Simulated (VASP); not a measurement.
# Fe (Im-3m) in VASP: further runs, part 2 of 2

VASP 6.6.1. Earlier steps stand in the parts before.

**4. Single point, r2SCAN (volume scaled by 1.08)**

POSCAR reads:

```
Fe
1.0
   -1.4004865520      1.4004865520      1.4004865520
    1.4004865520     -1.4004865520      1.4004865520
    1.4004865520      1.4004865520     -1.4004865520
Fe
1
Direct
    0.0000000000      0.0000000000      0.0000000000
```

INCAR.step1 reads:

```
ALGO     = Normal         # electronic algorithm
EDIFF    = 1E-5           # SCF threshold, eV
ENCUT    = 660            # plane-wave cutoff, eV
GGA      = PE             # functional
GGA_COMPAT= False        
ISMEAR   = -1             # smearing method
LASPH    = True           # aspherical terms in the spheres
LCHARG   = False          # write CHGCAR
LREAL    = False          # projectors in reciprocal space
LWAVE    = True           # write WAVECAR
NBANDS   = 10             # bands
NELM     = 120            # most SCF steps
PREC     = Accurate       # precision mode
SIGMA    = 0.1            # smearing width, eV
```

INCAR.step2 reads:

```
ALGO     = Normal         # electronic algorithm
EDIFF    = 1E-6           # SCF threshold, eV
ENCUT    = 660            # plane-wave cutoff, eV
GGA_COMPAT= False        
ISIF     = 2              # what is computed and relaxed
ISMEAR   = -1             # smearing method
ISTART   = 1            
LASPH    = True           # aspherical terms in the spheres
LCHARG   = False          # write CHGCAR
LMIXTAU  = True         
LREAL    = False          # projectors in reciprocal space
LWAVE    = False          # write WAVECAR
METAGGA  = R2SCAN         # meta-GGA
NBANDS   = 10             # bands
NELM     = 120            # most SCF steps
PREC     = Accurate       # precision mode
SIGMA    = 0.1            # smearing width, eV
```

KPOINTS reads:

```
k-points
0
Gamma
  26 26 26
```

Run with:

```bash
$ cat potpaw_PBE.64/Fe/POTCAR > POTCAR
$ cp INCAR.step1 INCAR
$ mpirun -np 1 vasp_std > vasp.out
$ cp INCAR.step2 INCAR
$ mpirun -np 1 vasp_std > vasp.out
```

Run time: 3.1 min. Hardware: 1 thread of Intel Xeon 6975P-C, shared host; peak memory 0.2 GiB.

It converged, with:

```yaml
Free_energy: -13.2976 eV
Pressure: -18.4 GPa
Band_gap_on_the_k_mesh: zero (band 4 reaches 7.00 eV, above the bottom of band 5 at 5.07 eV)
```

Levels at points of the mesh, in eV from the Fermi level:
```csv
k point,band 1,band 2,band 3,band 4,band 5,band 6,band 7,band 8,band 9
"(0.00, 0.00, 0.00)",-9.12,-1.81,-1.81,-1.81,0.02,0.02,26.37,26.37,26.37
"(0.50, 0.00, 0.00)",-4.86,-3.07,-0.05,0.25,0.36,1.20,8.40,19.48,22.05
"(0.50, 0.50, 0.50)",-4.51,-4.51,0.90,0.90,0.90,10.70,10.70,10.70,16.70
```

Caveat: the cell differs from its parent crystal (volume scaled by 1.08); the PAW data sets were made with another functional, which shifts forces and pressure a little; the run has no spin polarisation, though such a crystal can be magnetic.

**5. Single point, r2SCAN (volume scaled by 1.12)**

POSCAR reads:

```
Fe
1.0
   -1.4175673397      1.4175673397      1.4175673397
    1.4175673397     -1.4175673397      1.4175673397
    1.4175673397      1.4175673397     -1.4175673397
Fe
1
Direct
    0.0000000000      0.0000000000      0.0000000000
```

INCAR.step1 reads:

```
SYSTEM = Fe
ALGO     = Normal         ! electronic algorithm
EDIFF    = 1E-5           ! SCF threshold, eV
ENCUT    = 660            ! plane-wave cutoff, eV
GGA      = PE             ! functional
GGA_COMPAT= .FALSE.      
ISMEAR   = -1             ! smearing method
LASPH    = .TRUE.         ! aspherical terms in the spheres
LCHARG   = .FALSE.        ! write CHGCAR
LREAL    = .FALSE.        ! projectors in reciprocal space
LWAVE    = .TRUE.         ! write WAVECAR
NBANDS   = 10             ! bands
NELM     = 120            ! most SCF steps
PREC     = Accurate       ! precision mode
SIGMA    = 0.1            ! smearing width, eV
```

INCAR.step2 reads:

```
SYSTEM = Fe
ALGO     = Normal         ! electronic algorithm
EDIFF    = 1E-6           ! SCF threshold, eV
ENCUT    = 660            ! plane-wave cutoff, eV
GGA_COMPAT= .FALSE.      
ISIF     = 2              ! what is computed and relaxed
ISMEAR   = -1             ! smearing method
ISTART   = 1            
LASPH    = .TRUE.         ! aspherical terms in the spheres
LCHARG   = .FALSE.        ! write CHGCAR
LMIXTAU  = .TRUE.       
LREAL    = .FALSE.        ! projectors in reciprocal space
LWAVE    = .FALSE.        ! write WAVECAR
METAGGA  = R2SCAN         ! meta-GGA
NBANDS   = 10             ! bands
NELM     = 120            ! most SCF steps
PREC     = Accurate       ! precision mode
SIGMA    = 0.1            ! smearing width, eV
```

KPOINTS reads:

```
k-points
0
G
  26 26 26
  0 0 0
```

Run with:

```bash
$ cat potpaw_PBE.64/Fe/POTCAR > POTCAR
$ cp INCAR.step1 INCAR
$ mpirun -np 1 vasp_std > vasp.out
$ cp INCAR.step2 INCAR
$ mpirun -np 1 vasp_std > vasp.out
```

It took 3.5 min on 1 thread of Intel Xeon 6975P-C, shared host; peak memory 0.22 GiB.

Results (log left out):

| Quantity | Value |
| --- | --- |
| Free energy | -13.2420 eV |
| Pressure | -25.2 GPa |
| Band gap on the k mesh | zero (band 4 reaches 6.57 eV, above the bottom of band 5 at 4.73 eV) |

Levels at points of the mesh, in eV from the Fermi level:
```csv
k point,band 1,band 2,band 3,band 4,band 5,band 6,band 7,band 8,band 9
"(0.00, 0.00, 0.00)",-8.90,-1.72,-1.72,-1.72,0.02,0.02,26.00,26.00,26.00
"(0.50, 0.00, 0.00)",-4.65,-2.92,-0.05,0.24,0.36,1.13,8.06,19.16,21.44
"(0.50, 0.50, 0.50)",-4.27,-4.27,0.84,0.84,0.84,10.42,10.42,10.42,16.30
```

Caveat: the cell differs from its parent crystal (volume scaled by 1.12); the PAW data sets were made with another functional, which shifts forces and pressure a little; the run has no spin polarisation, though such a crystal can be magnetic. Spin polarisation is off, so any magnetic state and its effect on volume and gap are missing.

**6. Relaxation of cell and atoms, r2SCAN**

This run uses another cell than the first one, of 11.78 Å³/atom, 1.158 times its volume.

POSCAR reads:

```
Fe
1.0
   -1.4332500000      1.4332500000      1.4332500000
    1.4332500000     -1.4332500000      1.4332500000
    1.4332500000      1.4332500000     -1.4332500000
Fe
1
Direct
    0.0000000000      0.0000000000      0.0000000000
```

INCAR.step1 reads:

```
  ALGO = Normal
  EDIFF = 1E-5
  EDIFFG = -0.005
  ENCUT = 660
  GGA = PE
  GGA_COMPAT = F
  IBRION = 2
  ISIF = 3
  ISMEAR = -1
  LASPH = T
  LCHARG = F
  LREAL = F
  LWAVE = T
  NELM = 120
  NELMIN = 4
  NSW = 100
  PREC = Accurate
  SIGMA = 0.1
```

INCAR.step2 reads:

```
  ALGO = Normal
  EDIFF = 1E-7
  EDIFFG = -0.01
  ENCUT = 660
  GGA_COMPAT = F
  IBRION = 2
  ISIF = 3
  ISMEAR = -1
  ISTART = 1
  LASPH = T
  LCHARG = F
  LMIXTAU = T
  LREAL = F
  LWAVE = F
  METAGGA = R2SCAN
  NELM = 120
  NELMIN = 4
  NSW = 80
  PREC = Accurate
  SIGMA = 0.1
```

KPOINTS reads:

```
k-points
0
Gamma
  15 15 15
```

Potentials or basis: VASP PAW PBE potentials, release 64 (Fe).

Run with:

```bash
$ cat potpaw_PBE.64/Fe/POTCAR > POTCAR
$ cp INCAR.step1 INCAR
$ mpirun -np 1 vasp_std > vasp.out
$ cp INCAR.step2 INCAR
$ mpirun -np 1 vasp_std > vasp.out
```

Run time: 6.1 min. Hardware: 1 thread of Intel Xeon 6975P-C, shared host; peak memory 0.16 GiB.

Results (log left out):

* Free energy: -13.3474 eV
* Relaxed volume: 10.19 Å³/atom
* Relaxed cell: a = 2.366 Å, b = 2.366 Å, c = 2.366 Å, α = 109.47°, β = 109.47°, γ = 109.47°
* Space group after relaxing (to 0.05 Å): Im-3m (No. 229)
* Energy gained by relaxing: 171.4 meV/atom
* Ionic steps: 7
* Pressure after relaxing: 0.0 GPa
* Band gap on the k mesh: zero (band 4 reaches 7.87 eV, above the bottom of band 5 at 5.87 eV)

Step by step:
```tsv
step	energy change (eV)	largest force (eV/Å)	pressure (GPa)	volume (Å³)
1	0.0000	0.0000	-30.31	11.78
2	0.2566	0.0000	90.63	8.37
3	-0.1709	0.0000	-2.08	10.27
4	-0.1714	0.0000	-0.53	10.21
5	-0.1714	0.0000	0.32	10.18
6	-0.1714	0.0000	-0.43	10.21
7	-0.1714	0.0000	0.05	10.19
```

Final structure:
```cif
data_structure
_symmetry_space_group_name_H-M 'P 1'
_symmetry_Int_Tables_number 1
_cell_length_a 2.3658
_cell_length_b 2.3658
_cell_length_c 2.3658
_cell_angle_alpha 109.471
_cell_angle_beta 109.471
_cell_angle_gamma 109.471
_cell_volume 10.19
loop_
_atom_site_label
_atom_site_type_symbol
_atom_site_fract_x
_atom_site_fract_y
_atom_site_fract_z
_atom_site_occupancy
Fe1 Fe 0.00000 0.00000 0.00000 1
```

Levels at points of the mesh, in eV from the Fermi level:
```tsv
k point	band 1	band 2	band 3	band 4	band 5	band 6	band 7	band 8
(0.00, 0.00, 0.00)	-9.59	-2.01	-2.01	-2.01	0.00	0.00	27.15	27.15
```

Caveat: the PAW data sets were made with another functional, which shifts forces and pressure a little; the volume moved by -13 % from the deposited cell, more than functionals usually miss; the run has no spin polarisation, though such a crystal can be magnetic. Spin polarisation is off, so any magnetic state and its effect on volume and gap are missing.

**7. Overview**

```tsv
task	cell	k mesh	gap on the mesh (eV)	pressure (GPa)
single point	a = 2.364 Å, angles 109.5°, 1 atom	26 × 26 × 26	none	0.6
single point	a = 2.395 Å, angles 109.5°, 1 atom	26 × 26 × 26	none	-10.0
single point	a = 2.426 Å, angles 109.5°, 1 atom	26 × 26 × 26	none	-18.4
single point	a = 2.455 Å, angles 109.5°, 1 atom	26 × 26 × 26	none	-25.2
relaxation of cell and atoms	relaxed from a = 2.482 Å, angles 109.5°, 1 atom	15 × 15 × 15	none	0.0
```

Alike in all rows: level r2SCAN; potentials or basis VASP PAW PBE potentials, release 64 (Fe); no spin polarisation; cutoff (eV) 660; smearing fermi-dirac 0.1 eV.

Caveats: the PAW data sets were made with another functional, which shifts forces and pressure a little; the run has no spin polarisation, though such a crystal can be magnetic; the volume moved by -13 % from the deposited cell, more than functionals usually miss (some runs).

Total energies depend on the potentials used, so only differences within one code and one set of settings carry meaning.
